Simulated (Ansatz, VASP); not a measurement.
Na in VASP and in Ansatz

File INCAR:

```
ALGO = Fast
EDIFF = 1E-6
ENCUT = 520
GGA = PE
ISIF = 2
ISMEAR = 0
LASPH = T
LCHARG = T
LELF = T
LREAL = F
LVHAR = T
LWAVE = F
NBANDS = 10
NELM = 100
PREC = Accurate
SIGMA = 0.15
```

Contents of KPOINTS:

```
k-points
0
Gamma
  18 18 18
```

The input POSCAR:

```
Na
1.0
   -2.2353752790      2.2353752790      1.9000689872
    2.2353752790     -2.2353752790      1.9000689872
    2.2353752790      2.2353752790     -1.9000689872
Na
1
Direct
    0.0000000000      0.0000000000      0.0000000000
```

Input for Ansatz:

```yaml
crystal:
  lattice:
    - [-2.235375279, 2.235375279, 1.9000689872]
    - [2.235375279, -2.235375279, 1.9000689872]
    - [2.235375279, 2.235375279, -1.9000689872]
  atoms:
    - { symbol: Na, position: [0.0, 0.0, 0.0] }
basis:
  ecutwfc: 420
kpoints:
  mp_grid: { grid: [18, 18, 18] }
hamiltonian:
  xc: pbe
scf:
  occupations: { method: gaussian, width: 0.15 }
output:
  forces: true
  stress: true
  eigenvalues: true
```

Alike in both runs: task single point; functional PBE; k mesh 18 × 18 × 18; occupations gaussian, width 0.15 eV; no spin polarisation.

```csv
,VASP,Ansatz
version,VASP 6.6.1,Ansatz 0.2.0
potentials or method,"VASP PAW PBE potentials, release 64 (Na_pv), cutoff 520 eV","scalar-relativistic, plane waves, PAW"
valence electrons in the cell,7,9
```

```tsv
	VASP	Ansatz	Ansatz less VASP
gap on the k mesh at the Fermi level (eV)	none	none	-
pressure (GPa)	-0.3	-0.2	+0.09
traceless stress, the component that is largest in VASP (GPa)	0.38	0.38	+0.001
```

A gap of «none» marks a metal or a gap that the smearing closes. VASP's potentials hold 7 valence electrons a cell and Ansatz's 9, so a difference there can come from the potentials and not from the codes.
